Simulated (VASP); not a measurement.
Write the native input for VASP 6.6.1 that does the following.

* Task: single point
* Functional: PBE
* Potentials or basis: VASP PAW PBE potentials, release 64 (Au, C)
* Cutoff: 520 eV
* k mesh: 9 × 9 × 1
* Occupations: gaussian, width 0.1 eV
* Spin: no spin polarisation
* Dipole correction: yes
* Further INCAR settings: ALGO = Normal; EDIFF = 1e-07; NBANDS = 26

The structure of Au3C lies in POSCAR:

```
Au3C
1.0
    2.9402049748      0.0000000000      0.0000000000
   -1.4701024874      2.5462922005      0.0000000000
    0.0000000000      0.0000000000     21.8974947720
Au C
3 1
Direct
    0.6666666667      0.3333333333      0.1826692981
    0.3333333333      0.6666666667      0.2945190844
    0.0000000000      0.0000000000      0.4063247812
    0.4444444444     -0.4444444444      0.4935493710
```

The input as run:

INCAR

```
SYSTEM = Au3C
PREC = Accurate
ENCUT = 520
EDIFF = 1E-7
ISMEAR = 0
SIGMA = 0.1
LREAL = .FALSE.
LASPH = .TRUE.
NELM = 60
ALGO = Normal
ISIF = 2
LWAVE = .FALSE.
LCHARG = .FALSE.
LDIPOL = .TRUE.
IDIPOL = 3
DIPOL = 0.5 0.5 0.344
GGA = PE
NBANDS = 26
```

KPOINTS

```
regular mesh
0
G
  9 9 1
  0 0 0
```

Potentials or basis: VASP PAW PBE potentials, release 64 (Au, C).

Run with:

```bash
$ cat potpaw_PBE.64/Au/POTCAR potpaw_PBE.64/C/POTCAR > POTCAR
$ mpirun -np 1 vasp_std > vasp.out
```

Results of the run:

```json
{"Largest force": "1.564 eV/Å"}
```

Run time: 74 s on 1 thread of Intel(R) Xeon(R) 6975P-C (Granite Rapids) (shared host), peak memory 0.34 GiB.
